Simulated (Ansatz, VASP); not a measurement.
# Te2I3 in VASP and in Ansatz

```
Te I
1.0
     5.97283    0.00000    0.00000
     0.00000    5.97283    0.00000
     0.00000    0.00000    5.97283
Te I
2 3
Direct
  0.50000 0.50000 0.50000
  0.00000 0.00000 0.00000
  0.50000 0.00000 0.00000
  0.00000 0.50000 0.00000
  0.00000 0.00000 0.50000
```

Alike in both runs: task relaxation of cell and atoms; functional PBE; k mesh 6 × 6 × 6; occupations gaussian, width 0.1 eV; no spin polarisation.

|  | VASP | Ansatz |
| --- | --- | --- |
| version | VASP 6.6.1 | Ansatz 0.2.0 |
| potentials or method | VASP PAW PBE potentials, release 64 (Te, I), cutoff 600 eV | scalar-relativistic, plane waves, PAW |
| valence electrons in the cell | 33 | 83 |

VASP gave:

| Quantity | Value |
| --- | --- |
| gap on the k mesh at the Fermi level, each at its own relaxed structure (eV) | none |
| relaxed volume (Å³/atom) | 42.91 |
| relaxed cell length with the largest relative difference (Å) | 5.986 |

Question: Estimate Ansatz's values.

Answer: gap on the k mesh at the Fermi level, each at its own relaxed structure (eV): none; relaxed volume (Å³/atom): 43.02; relaxed cell length with the largest relative difference (Å): 5.992.

A gap of «none» marks a metal or a gap that the smearing closes. VASP's potentials hold 33 valence electrons a cell and Ansatz's 83, so a difference there can come from the potentials and not from the codes.

Neither program's run includes spin-orbit coupling.
